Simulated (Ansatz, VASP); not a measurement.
Two plane-wave programs on PbSe

```
Pb Se
1.0
     0.00000    2.85252    2.85252
     2.85252    0.00000    2.85252
     2.85252    2.85252    0.00000
Pb Se
1 1
Direct
  0.00000 0.00000 0.00000
  0.50000 0.50000 0.50000
```

Alike in both runs: task relaxation of cell and atoms; functional PBE; k mesh 10 × 10 × 10; occupations fermi-dirac, width 0.03 eV; no spin polarisation.

|  | VASP | Ansatz |
| --- | --- | --- |
| version | VASP 6.6.1 | Ansatz 0.2.0 |
| potentials or method | VASP PAW PBE potentials, release 64 (Pb_d, Se) | PAW with Ansatz's default frozen-core files, scalar-relativistic |
| plane-wave cutoff (eV) | 600 | 420 |
| valence electrons in the cell | 20 | 30 |

VASP gave:

| Item | Value |
| --- | --- |
| relaxed volume (Å³/atom) | 30.03 |
| relaxed cell length with the largest relative difference (Å) | 4.396 |

Question: Which values does Ansatz return?

Answer: Relaxed volume (Å³/atom): 30.02; relaxed cell length with the largest relative difference (Å): 4.395.

VASP's potentials hold 20 valence electrons a cell and Ansatz's 30, so a difference there can come from the potentials and not from the codes.

Neither program's run includes spin-orbit coupling. Noted on VASP's run: the volume moved by over 15 % at a fixed basis, so the end points are rough.
